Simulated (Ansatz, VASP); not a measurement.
# Bi in VASP and in Ansatz

POSCAR

```
Bi
1.0
    2.2672586491      1.3090023913      4.1166667488
   -2.2672586491      1.3090023913      4.1166667488
    0.0000000000     -2.6180047827      4.1166667487
Bi
2
Direct
    0.2317091399      0.2317091399      0.2317091399
    0.7682908601      0.7682908601      0.7682908601
```

File INCAR.step1:

```
SYSTEM = Bi
PREC = Accurate
ENCUT = 520
ISMEAR = 0
SIGMA = 0.03
LREAL = .False.
LASPH = .True.
NELM = 80
NBANDS = 22
GGA = PE
ALGO = Normal
EDIFF = 1E-4
LWAVE = .True.
LCHARG = .False.
```

Contents of INCAR.step2:

```
SYSTEM = Bi
PREC = Accurate
ENCUT = 520
EDIFF = 1E-6
ISMEAR = 0
SIGMA = 0.03
LREAL = .False.
LASPH = .True.
NELM = 80
ALGO = Normal
ISIF = 2
LWAVE = .False.
LCHARG = .False.
METAGGA = R2SCAN
LMIXTAU = .True.
NBANDS = 22
ISTART = 1
```

The input KPOINTS:

```
regular mesh
0
Gamma
  9 9 9
  0 0 0
```

Input for Ansatz:

```yaml
crystal:
  lattice:
    - [2.2672586491, 1.3090023913, 4.1166667488]
    - [-2.2672586491, 1.3090023913, 4.1166667488]
    - [0.0, -2.6180047827, 4.1166667487]
  atoms:
    - { symbol: Bi, position: [0.2317091399, 0.2317091399, 0.2317091399] }
    - { symbol: Bi, position: [0.7682908601, 0.7682908601, 0.7682908601] }
hamiltonian:
  xc: r2scan
  pseudopotentials:
    kind: paw
    azcp:
      Bi: "pseudopotentials/Bi.paw.azcp"
basis:
  ecutwfc: 500
  fft_grid_basis: typed
kpoints:
  mp_grid: { grid: [9, 9, 9], shift: [0, 0, 0] }
magnetization:
  spin_polarized: false
scf:
  occupations: { method: gaussian, width: 0.03 }
  lower_state_search: "off"
output:
  stress: true
  write_density: true
  write_potential: true
  elf: true
  volumetric_format: npy
```

Alike in both runs: task single point; functional r2SCAN; k mesh 9 × 9 × 9; occupations gaussian, width 0.03 eV; no spin polarisation.

|  | VASP | Ansatz |
| --- | --- | --- |
| version | VASP 6.6.1 | Ansatz 0.2.0 |
| potentials or method | VASP PAW PBE potentials, release 64 (Bi_d), cutoff 520 eV | plane waves (500 eV) with PAW, scalar-relativistic |
| valence electrons in the cell | 30 | 30 |

```tsv
	VASP	Ansatz	Ansatz less VASP
pressure (GPa)	0.0	0.0	+0.05
```

VASP's potentials were made for PBE, not for r2SCAN.

Neither program's run includes spin-orbit coupling.
